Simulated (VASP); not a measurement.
A run of VASP 6.6.1 is set up as follows.

INCAR

```
SYSTEM = BaTiO3
ALGO = Normal
EDIFF = 1E-7
ENCUT = 520
GGA = PS
ISIF = 2
ISMEAR = -1
LASPH = .TRUE.
LCHARG = .TRUE.
LELF = .TRUE.
LREAL = .FALSE.
LVHAR = .TRUE.
LWAVE = .FALSE.
NBANDS = 28
NELM = 60
PREC = Accurate
SIGMA = 0.08
```

KPOINTS

```
k-points
0
G
  7 7 7
  0 0 0
```

File POSCAR:

```
BaTiO3
1.0
    3.9457420220      0.0000000000      0.0000000000
    0.0000000000      3.9457420220      0.0000000000
    0.0000000000      0.0000000000      3.9636960459
Ba Ti O
1 1 3
Direct
    0.0000000000      0.0000000000      0.0000000000
    0.5000000000      0.5000000000      0.4820000000
    0.5000000000      0.5000000000      0.0160000000
    0.5000000000      0.0000000000      0.5150000000
    0.0000000000      0.5000000000      0.5150000000
```

Potentials or basis: VASP PAW PBE potentials, release 64 (Ba_sv, Ti_sv, O).

Launch:

```console
$ cat potpaw_PBE.64/Ba_sv/POTCAR potpaw_PBE.64/Ti_sv/POTCAR potpaw_PBE.64/O/POTCAR > POTCAR
$ mpirun -np 1 vasp_std > vasp.out
```

Estimate the band gap on the k mesh.

1.91 eV, indirect (least direct gap 2.11 eV).

What does it give for the pressure?

5.7 GPa.

Forces on the atoms (eV/Å):
```
Ba   0.000  0.000 -0.058
Ti   0.000  0.000  0.296
O    0.000  0.000  0.046
O    0.000  0.000 -0.142
O    0.000  0.000 -0.142
```

Caveat: the PAW data sets were made with another functional, which shifts forces and pressure a little; spin-orbit coupling is left out, which moves the levels of the heavy elements. A k mesh can miss the band edges.
